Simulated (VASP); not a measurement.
AlPt:

```
CELL_PARAMETERS angstrom
4.87893 0.00000 0.00000
0.00000 4.87893 0.00000
0.00000 0.00000 4.87893
ATOMIC_POSITIONS crystal
Al 0.84403 0.84403 0.84403
Al 0.65597 0.15597 0.34403
Al 0.34403 0.65597 0.15597
Al 0.15597 0.34403 0.65597
Pt 0.15506 0.15506 0.15506
Pt 0.34494 0.84494 0.65506
Pt 0.65506 0.34494 0.84494
Pt 0.84494 0.65506 0.34494
```

| Item | Value |
| --- | --- |
| Program | VASP 6.6.1 |
| Task | relaxation of cell and atoms |
| Functional | LDA |
| Potentials or basis | VASP PAW LDA potentials, release 64 (Al, Pt) |
| Cutoff | 500 eV |
| k mesh | 8 × 8 × 8 |
| Occupations | gaussian, width 0.1 eV |
| Spin | no spin polarisation |

At the start: pressure -5.0 GPa; volume 14.52 Å³/atom.

Question: Where does the relaxation end?

Answer: Over 9 steps the energy falls by 5.8 meV/atom and the volume is 14.16 Å³/atom (-2.5 %); space group P2_13 (No. 198, to 0.1 Å) before and after.

Step by step:
| step | energy change (eV) | largest force (eV/Å) | pressure (GPa) | volume (Å³) |
| --- | --- | --- | --- | --- |
| 1 | 0.0000 | 0.0449 | -5.01 | 116.14 |
| 2 | 0.0893 | 0.0583 | 9.79 | 108.67 |
| 3 | -0.0459 | 0.0449 | -0.06 | 113.31 |
| 4 | -0.0459 | 0.0449 | 0.05 | 113.25 |
| 5 | -0.0462 | 0.0306 | 0.05 | 113.25 |
| 6 | -0.0465 | 0.0054 | 0.05 | 113.25 |
| 7 | -0.0465 | 0.0022 | 0.05 | 113.25 |
| 8 | -0.0465 | 0.0001 | -0.12 | 113.34 |
| 9 | -0.0465 | 0.0016 | 0.00 | 113.28 |

Final structure:
```
Al Pt
1.0
     4.83855    0.00000    0.00000
     0.00000    4.83855    0.00000
     0.00000    0.00000    4.83855
Al Pt
4 4
Direct
  0.84406 0.84406 0.84406
  0.65594 0.15594 0.34406
  0.34406 0.65594 0.15594
  0.15594 0.34406 0.65594
  0.15422 0.15422 0.15422
  0.34578 0.84578 0.65422
  0.65422 0.34578 0.84578
  0.84578 0.65422 0.34578
```
